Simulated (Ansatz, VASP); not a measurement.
**Two plane-wave programs on LiF**

```
CELL_PARAMETERS angstrom
0.00000 2.01400 2.01400
2.01400 0.00000 2.01400
2.01400 2.01400 0.00000
ATOMIC_POSITIONS crystal
Li 0.00000 0.00000 0.00000
F 0.50000 0.50000 0.50000
```

Alike in both runs: task single point; functional PBEsol; k mesh 8 × 8 × 8; occupations gaussian, width 0.1 eV; no spin polarisation.

|  | VASP | Ansatz |
| --- | --- | --- |
| version | VASP 6.6.1 | Ansatz 0.2.0 |
| potentials or method | VASP PAW PBE potentials, release 64 (Li_sv, F), cutoff 750 eV | scalar-relativistic, plane waves, PAW |
| valence electrons in the cell | 10 | 10 |

|  | VASP | Ansatz | Ansatz less VASP |
| --- | --- | --- | --- |
| gap on the k mesh at the Fermi level (eV) | 8.91 | 8.92 | +0.010 |
| least direct gap on the mesh (eV) | 8.91 | 8.92 | +0.010 |
| pressure (GPa) | -1.5 | -1.1 | +0.39 |

VASP's potentials were made for PBE, not for PBEsol. The functional is the same, so the differences come from potentials, cutoffs and numerics.
